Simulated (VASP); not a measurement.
# SiC4 (P6/mmm) in VASP: a series of runs, part 2 of 2

VASP 6.6.1.

### Step 4. Single point, PBE

This run uses another cell than the first one, of 11.62 Å³/atom, 1.034 times its volume.

Contents of INCAR:

```
SYSTEM = SiC4
ALGO = Normal
EDIFF = 1E-6
ENCUT = 520
GGA = PE
ISIF = 2
ISMEAR = 0
LASPH = .TRUE.
LCHARG = .FALSE.
LREAL = .FALSE.
LWAVE = .FALSE.
NBANDS = 18
NELM = 60
PREC = Accurate
SIGMA = 0.1
```

Contents of KPOINTS:

```
k-points
0
G
  12 12 8
  0 0 0
```

Contents of POSCAR:

```
SiC4
1.0
    3.4620265248      0.0000000000      0.0000000000
   -1.7310132624      2.9982029190      0.0000000000
    0.0000000000      0.0000000000      5.5952087967
Si C
1 4
Direct
    0.0000000000      0.0000000000      0.0000000000
    0.3333333333      0.6666666667      0.8659847634
    0.3333333333      0.6666666667      0.1340152366
    0.6666666667      0.3333333333      0.1340152366
    0.6666666667      0.3333333333      0.8659847634
```

Potentials or basis: VASP PAW PBE potentials, release 64 (Si, C).

Started as:

```
$ cat potpaw_PBE.64/Si/POTCAR potpaw_PBE.64/C/POTCAR > POTCAR
$ mpirun -np 1 vasp_std > vasp.out
```

OUTCAR:

```text
SYSTEM = SiC4
   EDIFF = 1E-6
   ENCUT = 520
   GGA = PE
   ISIF = 2
   ISMEAR = 0
   LASPH = .TRUE.
   LREAL = .FALSE.
   NELM = 60
   PREC = Accurate

 ion  position               nearest neighbor table
   1  0.000  0.000  0.000-   2 2.13   3 2.13   4 2.13   5 2.13   2 2.13   3 2.13   4 2.13   5 2.13
                             4 2.13   5 2.13   2 2.13   3 2.13
   2  0.333  0.667  0.866-   3 1.50   5 2.00   5 2.00   5 2.00   1 2.13   1 2.13   1 2.13
   3  0.333  0.667  0.134-   2 1.50   4 2.00   4 2.00   4 2.00   1 2.13   1 2.13   1 2.13
   4  0.667  0.333  0.134-   5 1.50   3 2.00   3 2.00   3 2.00   1 2.13   1 2.13   1 2.13
   5  0.667  0.333  0.866-   4 1.50   2 2.00   2 2.00   2 2.00   1 2.13   1 2.13   1 2.13

  LATTYP: Found a hexagonal cell.
 ALAT       =     3.4620265248
 C/A-ratio  =     1.6161657794

  Lattice vectors:

 A1 = (   3.4620265248,   0.0000000000,   0.0000000000)
 A2 = (  -1.7310132624,   2.9982029190,   0.0000000000)
 A3 = (   0.0000000000,   0.0000000000,   5.5952087967)

Analysis of symmetry for initial positions (statically):
=====================================================================
 Subroutine PRICEL returns:
 Original cell was already a primitive cell.

 Routine SETGRP: Setting up the symmetry group for a
 hexagonal supercell.

 Subroutine GETGRP returns: Found 24 space group operations
 (whereof 24 operations were pure point group operations)
 out of a pool of 24 trial point group operations.

The static configuration has the point symmetry D_6h.

Analysis of symmetry for dynamics (positions and initial velocities):
=====================================================================
 Subroutine PRICEL returns:
 Original cell was already a primitive cell.

 Routine SETGRP: Setting up the symmetry group for a
 hexagonal supercell.

 Subroutine GETGRP returns: Found 24 space group operations
 (whereof 24 operations were pure point group operations)
 out of a pool of 24 trial point group operations.

The dynamic configuration has the point symmetry D_6h.

 Subroutine INISYM returns: Found 24 space group operations
 (whereof 24 operations are pure point group operations),
 and found     1 'primitive' translations

----------------------------------------------------------------------------------------

                                     Primitive cell

  volume of cell :      58.0775

  direct lattice vectors                    reciprocal lattice vectors
     3.462026525  0.000000000  0.000000000     0.288848162  0.166766564  0.000000000
    -1.731013262  2.998202919  0.000000000     0.000000000  0.333533129  0.000000000
     0.000000000  0.000000000  5.595208797     0.000000000  0.000000000  0.178724340

  length of vectors
     3.462026525  3.462026525  5.595208797     0.333533129  0.333533129  0.178724340

  position of ions in fractional coordinates (direct lattice)
     0.000000000  0.000000000  0.000000000
     0.333333333  0.666666667  0.865984763
     0.333333333  0.666666667  0.134015237
     0.666666667  0.333333333  0.134015237
     0.666666667  0.333333333  0.865984763

  ion indices of the primitive-cell ions
   primitive index   ion index
                 1           1
[... 30 lines left out ...]

 Following reciprocal coordinates:
            Coordinates               Weight
  0.000000  0.000000  0.000000      1.000000
  0.083333  0.000000  0.000000      6.000000
  0.166667 -0.000000  0.000000      6.000000
  0.250000  0.000000  0.000000      6.000000
  0.333333  0.000000  0.000000      6.000000
  0.416667  0.000000  0.000000      6.000000
[... 16 lines left out ...]
  0.250000  0.000000  0.125000     12.000000
  0.333333  0.000000  0.125000     12.000000
 [... further k-points ...]
   k-points           NKPTS =     95   k-points in BZ     NKDIM =     95   number of bands    NBANDS=     18
   number of dos      NEDOS =    301   number of ions     NIONS =      5
   total plane-waves  NPLWV =  32928
   dimension x,y,z NGX =    28 NGY =   28 NGZ =   42
   dimension x,y,z NGXF=    56 NGYF=   56 NGZF=   84
   ions per type =               1   4
   NGX,Y,Z   is equivalent  to a cutoff of  13.45, 13.45, 12.48 a.u.
   NGXF,Y,Z  is equivalent  to a cutoff of  26.89, 26.89, 24.96 a.u.
 SYSTEM =  SiC4
   PREC   = accura    normal or accurate (medium, high low for compatibility)
   ISTART =      0    job   : 0-new  1-cont  2-samecut
   ICHARG =      2    charge: 1-file 2-atom 10-const
   ISPIN  =      1    spin polarized calculation?
   LNONCOLLINEAR =      F non collinear calculations
   LSORBIT =      F    spin-orbit coupling
   LASPH  =      T    aspherical Exc in radial PAW
   ENCUT  =  520.0 eV  38.22 Ry    6.18 a.u.   6.44  6.44 10.40*2*pi/ulx,y,z
   NELM   =     60;   NELMIN=  2; NELMDL= -5     # of ELM steps
   EDIFF  = 0.1E-05   stopping-criterion for ELM
   LREAL  =      F    real-space projection
   EDIFFG = 0.1E-04   stopping-criterion for IOM
   NSW    =      0    number of steps for IOM
   IBRION =     -1    ionic relax: 0-MD 1-quasi-New 2-CG
   NFREE  =      0    steps in history (QN), initial steepest desc. (CG)
   ISIF   =      2    stress and relaxation
   ISYM   =      2    0-nonsym 1-usesym 2-fastsym
   POTIM  = 0.5000    time-step for ionic-motion
   TEBEG  =    0.0;   TEEND  =   0.0 temperature during run
   PSTRESS=    0.0 pullay stress
   NELECT =      20.0000    total number of electrons
   NUPDOWN=      -1.0000    fix difference up-down
   EMIN   =  10.00;   EMAX   =-10.00  energy-range for DOS
   EFERMI =   0.00;   METHOD = LEGACY
   ISMEAR =     0;   SIGMA  =   0.10  broadening in eV -4-tet -1-fermi 0-gaus
   EFERMI_NEDOS =   21; number of points for ismear=-14 and -15
   IALGO  =     38    algorithm
   IMIX   =      4    mixing-type and parameters
     AMIX     =   0.40;   BMIX     =  1.00
     AMIX_MAG =   1.60;   BMIX_MAG =  1.00
  volume/ion in A,a.u.               =      11.62        78.39
  Fermi-wavevector in a.u.,A,eV,Ry     =   1.147490  2.168442 17.915246  1.316733
  Thomas-Fermi vector in A             =   2.284170
   LORBIT       =      0    0 simple, 1 ext, 2 COOP (PROOUT), +10 PAW based schemes
   GGA     = PE    functional components
   LHFCALC =     F    Hartree Fock is set to
   AEXX    =    0.0000 exact exchange contribution
   IVDW    =     0    specifies the selected vdW correction
   LEPSILON=     F    determine dielectric tensor
   LRPA    =     F    only Hartree local field effects (RPA)
 non-spin polarized calculation
 Gauss-broadening in eV      SIGMA  =   0.10
  energy-cutoff  :      520.00
  volume of cell :       58.08
 maximum number of plane-waves:      1587
 NGX is ok and might be reduce to    28
   NGX = 13   NGY = 13   NGZ = 21

 number of electron      20.0000000 magnetization

 Free energy of the ion-electron system (eV)
  ---------------------------------------------------
  ext. energy  EPLUGINS =         0.00000000
  ---------------------------------------------------
  free energy    TOTEN  =       -29.23053283 eV

  energy without entropy =      -29.22388335  energy(sigma->0) =      -29.22720809

 E-fermi :   4.7100     XC(G=0):  -9.3978

 val. band max:        4.7058700727   @ k =   0.0833   0.0000   0.5000
 cond. band min:       4.7127906925   @ k =   0.0833   0.0000   0.3750
 fundamental gap:      0.0069206198
 Fermi energy:         4.7099750645

 k-point     1 :       0.0000    0.0000    0.0000
  band No.  band energies     occupation
      1     -15.9665      2.00000
      2      -7.2587      2.00000
      3      -5.7766      2.00000
      4      -2.8654      2.00000
      5      -2.8654      2.00000
      6      -1.5513      2.00000
[... 481 lines left out ...]
      5      -3.6844      2.00000
      6      -1.6466      2.00000
[... 10 lines left out ...]
     17      12.9549      0.00000
     18      13.8130      0.00000

 [... further k-points ...]

------------------------ aborting loop because EDIFF is reached ----------------------------------------

  FORCE on cell =-STRESS in cart. coord.  units (eV):
  Direction    XX          YY          ZZ          XY          YZ          ZX
  --------------------------------------------------------------------------------------
  -------------------------------------------------------------------------------------
  Total        0.0498151      0.0498151      0.1798099     -0.0000000      0.0000000      0.0000000
  in kB        1.3742442      1.3742442      4.9603965     -0.0000000      0.0000000      0.0000000
  external PRESSURE =       2.5696283 kB  Pullay stress =       0.0000000 kB

 VOLUME and BASIS-vectors are now :
 -----------------------------------------------------------------------------
  energy-cutoff  :      520.00
  volume of cell :       58.08
      direct lattice vectors                 reciprocal lattice vectors
     3.462026525  0.000000000  0.000000000     0.288848162  0.166766564  0.000000000
    -1.731013262  2.998202919  0.000000000     0.000000000  0.333533129  0.000000000
     0.000000000  0.000000000  5.595208797     0.000000000  0.000000000  0.178724340

 POSITION                                       TOTAL-FORCE (eV/Angst)
 -----------------------------------------------------------------------------------
      0.00000      0.00000      0.00000         0.000000      0.000000      0.000000
     -0.00000      1.99880      4.84537         0.000000     -0.000000     -0.064252
     -0.00000      1.99880      0.74984         0.000000      0.000000      0.064252
      1.73101      0.99940      0.74984        -0.000000      0.000000      0.064252
      1.73101      0.99940      4.84537        -0.000000      0.000000     -0.064252
 -----------------------------------------------------------------------------------
    total drift:                                0.000000     -0.000000      0.000000

  FREE ENERGIE OF THE ION-ELECTRON SYSTEM (eV)
  ---------------------------------------------------
  free  energy   TOTEN  =       -29.2305328254 eV

  energy  without entropy=      -29.2238833488  energy(sigma->0) =      -29.22720809
```

OSZICAR:

```text
N       E                     dE             d eps       ncg     rms          rms(c)
DAV:   1     0.640799270935E+02    0.64080E+02   -0.94923E+03  3420   0.972E+02
DAV:   2    -0.256551822202E+02   -0.89735E+02   -0.86243E+02  4586   0.197E+02
DAV:   3    -0.304298165687E+02   -0.47746E+01   -0.47166E+01  4430   0.426E+01
DAV:   4    -0.305052163058E+02   -0.75400E-01   -0.75286E-01  4640   0.600E+00
DAV:   5    -0.305068832309E+02   -0.16669E-02   -0.16663E-02  4604   0.846E-01    0.763E+00
DAV:   6    -0.293525361571E+02    0.11543E+01   -0.17900E+00  3906   0.712E+00    0.405E+00
DAV:   7    -0.292305100672E+02    0.12203E+00   -0.70121E-01  4364   0.458E+00    0.142E+00
DAV:   8    -0.292323693956E+02   -0.18593E-02   -0.74837E-02  3868   0.157E+00    0.322E-01
DAV:   9    -0.292301970241E+02    0.21724E-02   -0.15809E-02  4154   0.688E-01    0.179E-01
DAV:  10    -0.292304464973E+02   -0.24947E-03   -0.11929E-03  3760   0.251E-01    0.726E-02
DAV:  11    -0.292305293012E+02   -0.82804E-04   -0.34448E-04  3760   0.122E-01    0.232E-02
DAV:  12    -0.292305329825E+02   -0.36813E-05   -0.23401E-05  4790   0.276E-02    0.141E-02
DAV:  13    -0.292305328254E+02    0.15711E-06   -0.26693E-06  3686   0.114E-02
   1 F= -.29230533E+02 E0= -.29227208E+02  d E =-.664948E-02
```

stdout:

```text
POSCAR found type information on POSCAR SiC
 POSCAR found :  2 types and       5 ions
 scaLAPACK will be used
 LDA part: xc-table for (Slater+PW92), standard interpolation
 POSCAR, INCAR and KPOINTS ok, starting setup
 FFT: planning ... GRIDC
 FFT: planning ... GRID_SOFT
 FFT: planning ... GRID
 WAVECAR not read
 entering main loop
```

It took 55 s on 1 thread of AMD EPYC 9R14 (Zen 4), shared host; peak memory 0.19 GiB.

What came out:

| Property | Result |
| --- | --- |
| Free energy | -29.2305 eV |
| Pressure | 0.3 GPa |
| Largest force | 0.064 eV/Å |
| Band gap on the k mesh | zero (band 10 reaches 4.84 eV, above the bottom of band 11 at 3.85 eV) |

Forces in eV/Å, atoms in the order of the input:
```
Si   0.000  0.000  0.000
C    0.000  0.000 -0.064
C    0.000  0.000  0.064
C    0.000  0.000  0.064
C    0.000  0.000 -0.064
```

Stress tensor (GPa, compression positive):
```
0.14 0.00 0.00
0.00 0.14 0.00
0.00 0.00 0.50
```

Caveat: this functional lacks dispersion, which binds the layers, so the pressure and a relaxed spacing across them are unreliable.

### Step 5. Single point, PBE

Contents of INCAR:

```
SYSTEM = SiC4
ALGO     = Normal         ! electronic algorithm
EDIFF    = 1E-6           ! SCF threshold, eV
ENCUT    = 910            ! plane-wave cutoff, eV
GGA      = PE             ! functional
GGA_COMPAT= .False.      
ISIF     = 2              ! what is computed and relaxed
ISMEAR   = 0              ! smearing method
LASPH    = .True.         ! aspherical terms in the spheres
LCHARG   = .False.        ! write CHGCAR
LREAL    = .False.        ! projectors in reciprocal space
LWAVE    = .False.        ! write WAVECAR
NBANDS   = 18             ! bands
NELM     = 120            ! most SCF steps
PREC     = Accurate       ! precision mode
SIGMA    = 0.1            ! smearing width, eV
```

Contents of KPOINTS:

```
k-points
0
Gamma
  6 6 4
  0 0 0
```

Contents of POSCAR:

```
SiC4
1.0
    3.4560029760     -0.0000000023      0.0000000000
   -1.7280014860      2.9929863739      0.0000000000
    0.0000000000      0.0000000000      5.4306095415
Si C
1 4
Direct
    0.0000000000      0.0000000000      0.0000000000
    0.3333333333      0.6666666667      0.8591119228
    0.3333333333      0.6666666667      0.1408880772
    0.6666666667      0.3333333333      0.1408880772
    0.6666666667      0.3333333333      0.8591119228
```

Potentials or basis: VASP PAW PBE potentials, release 64 (Si, C_h).

Started as:

```
$ cat potpaw_PBE.64/Si/POTCAR potpaw_PBE.64/C_h/POTCAR > POTCAR
$ mpirun -np 1 vasp_std > vasp.out
```

Wall time 48 s (1 thread of AMD EPYC 7R43 (Zen 3), shared host); peak memory 0.21 GiB.

The run converged. Its results:

```yaml
Free_energy: -29.2565 eV
Pressure: -0.1 GPa
Largest_force: 0.005 eV/Å
Band_gap_on_the_k_mesh: zero (band 10 reaches 5.25 eV, above the bottom of band 11 at 4.64 eV)
```

Forces in eV/Å, atoms in the order of the input:
```
Si   0.000  0.000  0.000
C    0.000  0.000 -0.005
C    0.000  0.000  0.005
C    0.000  0.000  0.005
C    0.000  0.000 -0.005
```

Levels at points of the mesh, in eV from the Fermi level:
| k point | band 7 | band 8 | band 9 | band 10 | band 11 | band 12 | band 13 | band 14 |
| --- | --- | --- | --- | --- | --- | --- | --- | --- |
| (0.00, 0.00, 0.00) | -4.16 | -4.16 | -1.14 | -1.14 | -0.53 | 0.31 | 1.41 | 2.90 |
| (0.50, 0.00, 0.00) | -4.10 | -3.03 | -1.71 | -0.33 | 2.03 | 2.07 | 4.42 | 6.21 |
| (0.00, 0.00, 0.50) | -4.15 | -4.15 | -1.17 | -1.17 | -0.63 | 0.41 | 1.58 | 2.85 |
| (0.50, 0.00, 0.50) | -3.74 | -3.07 | -1.36 | -0.44 | 2.07 | 2.14 | 4.57 | 5.30 |

Caveat: the cutoff is under 1.25 times the usual one of these potentials, so pressure, stress and relaxed cells hold a basis-set (Pulay) error; this functional lacks dispersion, which binds the layers, so the pressure and a relaxed spacing across them are unreliable.

### Step 6. Single point, PBE

This run uses another cell than the first one, of 11.62 Å³/atom, 1.034 times its volume.

Contents of INCAR:

```
SYSTEM = SiC4
ALGO = Normal
EDIFF = 1E-6
ENCUT = 910
GGA = PE
GGA_COMPAT = .FALSE.
ISIF = 2
ISMEAR = 0
LASPH = .TRUE.
LCHARG = .FALSE.
LREAL = .FALSE.
LWAVE = .FALSE.
NBANDS = 18
NELM = 120
PREC = Accurate
SIGMA = 0.1
```

Contents of KPOINTS:

```
k-points
0
G
  12 12 8
  0 0 0
```

Contents of POSCAR:

```
SiC4
1.0
    3.4620265248      0.0000000000      0.0000000000
   -1.7310132624      2.9982029190      0.0000000000
    0.0000000000      0.0000000000      5.5952087967
Si C
1 4
Direct
    0.0000000000      0.0000000000      0.0000000000
    0.3333333333      0.6666666667      0.8659847634
    0.3333333333      0.6666666667      0.1340152366
    0.6666666667      0.3333333333      0.1340152366
    0.6666666667      0.3333333333      0.8659847634
```

Potentials or basis: VASP PAW PBE potentials, release 64 (Si, C_h).

Started as:

```
$ cat potpaw_PBE.64/Si/POTCAR potpaw_PBE.64/C_h/POTCAR > POTCAR
$ mpirun -np 1 vasp_std > vasp.out
```

Run time: 99 s. Hardware: 1 thread of Intel Xeon 6975P-C (Granite Rapids), shared host; peak memory 0.36 GiB.

The run converged. Its results:

- Free energy: -29.2692 eV
- Pressure: -0.1 GPa
- Largest force: 0.003 eV/Å
- Band gap on the k mesh: zero (band 10 reaches 5.32 eV, above the bottom of band 11 at 4.33 eV)

Forces on the atoms (eV/Å):
```
Si   0.000  0.000  0.000
C    0.000  0.000 -0.003
C    0.000  0.000  0.003
C    0.000  0.000  0.003
C    0.000  0.000 -0.003
```

Levels at points of the mesh, in eV from the Fermi level:
```csv
k point,band 6,band 7,band 8,band 9,band 10,band 11,band 12,band 13,band 14,band 15
"(0.00, 0.00, 0.00)",-6.26,-4.50,-4.50,-1.24,-1.24,-0.79,0.02,1.12,2.74,2.74
"(0.50, 0.00, 0.00)",-8.11,-4.35,-3.14,-1.93,-0.56,1.63,1.66,4.03,6.08,7.20
"(0.00, 0.00, 0.50)",-5.88,-4.50,-4.50,-1.26,-1.26,-0.86,0.10,1.23,2.71,2.71
"(0.50, 0.00, 0.50)",-8.19,-4.09,-3.17,-1.67,-0.64,1.66,1.72,4.16,5.29,6.77
```

Caveat: the cutoff is under 1.25 times the usual one of these potentials, so pressure, stress and relaxed cells hold a basis-set (Pulay) error; this functional lacks dispersion, which binds the layers, so the pressure and a relaxed spacing across them are unreliable.

### Step 7. The runs side by side

| task | potentials or basis | cell | k mesh | cutoff (eV) | second run | gap on the mesh (eV) | pressure (GPa) | largest force (eV/Å) |
| --- | --- | --- | --- | --- | --- | --- | --- | --- |
| single point | VASP PAW PBE potentials, release 64 (Si, C) | a = 3.456, b = 3.456, c = 5.431 Å, angles 90.0, 90.0, 120.0°, 5 atoms | 6 × 6 × 4 | 520 | - | none | 0.3 | 0.06 |
| relaxation of cell and atoms | VASP PAW PBE potentials, release 64 (Si, C) | relaxed from a = 4.286, b = 4.286, c = 4.864 Å, angles 90.0, 90.0, 120.0°, 5 atoms | 6 × 6 × 4 | 600 | - | none | -0.1 | 0.03 |
| single point | VASP PAW PBE potentials, release 64 (Si, C) | a = 3.462, b = 3.462, c = 5.595 Å, angles 90.0, 90.0, 120.0°, 5 atoms | 12 × 12 × 8 | 520 | - | none | 0.3 | 0.06 |
| single point | VASP PAW PBE potentials, release 64 (Si, C_h) | a = 3.456, b = 3.456, c = 5.431 Å, angles 90.0, 90.0, 120.0°, 5 atoms | 6 × 6 × 4 | 910 | hard_potentials | none | -0.1 | - |
| single point | VASP PAW PBE potentials, release 64 (Si, C_h) | a = 3.462, b = 3.462, c = 5.595 Å, angles 90.0, 90.0, 120.0°, 5 atoms | 12 × 12 × 8 | 910 | hard_potentials | none | -0.1 | - |

Alike in all rows: level PBE; no spin polarisation; smearing gaussian 0.1 eV.

Caveats: this functional lacks dispersion, which binds the layers, so the pressure and a relaxed spacing across them are unreliable; the cutoff is under 1.25 times the usual one of these potentials, so pressure, stress and relaxed cells hold a basis-set (Pulay) error (some runs); the volume moved by over 15 % at a fixed basis, so the end points are rough (some runs).

Absolute energies hang on the potentials; compare differences alone.
